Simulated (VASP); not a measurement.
Write the native input for VASP 6.6.1 that does the following.

| Property | Result |
| --- | --- |
| Task | single point |
| Functional | PBE |
| Potentials or basis | VASP PAW PBE potentials, release 64 (Hf_pv, C) |
| Cutoff | 520 eV |
| k mesh | 8 × 8 × 8 |
| Occupations | gaussian, width 0.05 eV |
| Spin | no spin polarisation |
| Dipole correction | no |
| Further INCAR settings | ALGO = Normal; EDIFF = 1e-07; NBANDS = 22 |

The structure of HfC lies in POSCAR:

```
HfC
1.0
   -0.0022556239      2.5239785444      2.5183595058
    2.5203573664     -0.0011115043      2.5172153862
    5.0427698392      5.0477239559     -0.0042781150
Hf C
2 2
Direct
   -0.0030666816      0.0143044905      0.0020030626
   -0.0032555214      0.0144853437      0.5020064131
    0.2471733394      0.2642297199      0.1271015564
    0.2469660276      0.2644349947      0.6271052647
```

One way to write it, as run:

INCAR

```
PREC     = Accurate       # precision mode
ENCUT    = 520            # plane-wave cutoff, eV
EDIFF    = 1E-7           # SCF threshold, eV
ISMEAR   = 0              # smearing method
SIGMA    = 0.05           # smearing width, eV
LREAL    = False          # projectors in reciprocal space
LASPH    = True           # aspherical terms in the spheres
NELM     = 80             # most SCF steps
ALGO     = Normal         # electronic algorithm
ISIF     = 2              # what is computed and relaxed
LWAVE    = False          # write WAVECAR
LCHARG   = True           # write CHGCAR
GGA      = PE             # functional
LELF     = True           # ELF
LVHAR    = True         
NBANDS   = 22             # bands
```

KPOINTS

```
Automatic mesh
0
Gamma
  8 8 8
```

Potentials or basis: VASP PAW PBE potentials, release 64 (Hf_pv, C).

Run with:

```bash
$ cat potpaw_PBE.64/Hf_pv/POTCAR potpaw_PBE.64/C/POTCAR > POTCAR
$ mpirun -np 1 vasp_std > vasp.out
```

It gave:

| Quantity | Value |
| --- | --- |
| Pressure | -0.3 GPa |
| Band gap on the k mesh | 0.29 eV |

Caveat: spin-orbit coupling is left out, which moves the levels of the heavy elements.

It took 6.7 min on 1 thread of AMD EPYC 7R43 64-Core Processor (Zen 3) (shared host), peak memory 0.4 GiB.
